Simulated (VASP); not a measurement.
Runs of VASP 6.6.1 on Ca. The structure is that of space group Fd-3m (No. 227), or close to it. The cells are those of the table. 

| task | cell | cutoff (eV) | gap on the mesh (eV) | pressure (GPa) |
| --- | --- | --- | --- | --- |
| single point | a = 5.810 Å, angles 60.0°, 2 atoms | 520 | none | 0.0 |
| single point | a = 5.771 Å, angles 60.0°, 2 atoms | 520 | none | (a) |
| relaxation of cell and atoms | relaxed from a = 5.431 Å, angles 60.0°, 2 atoms | 600 | none | 0.0 |
| relaxation of cell and atoms | relaxed from a = 5.810 Å, angles 60.0°, 2 atoms | 600 | none | 0.0 |
| single point | a = 5.848 Å, angles 60.0°, 2 atoms | 520 | none | -0.1 |

Alike in all rows: level LDA; potentials or basis VASP PAW LDA potentials, release 64 (Ca_sv); no spin polarisation; k mesh 4 × 4 × 4; smearing fermi-dirac 0.1 eV.

Problem. Estimate the missing entries.

Solution. (a) 0.1.

Caveats: the relaxation stopped at its first step, so nothing moved (some runs).

A gap of «none» marks levels without a gap at the run's occupations.
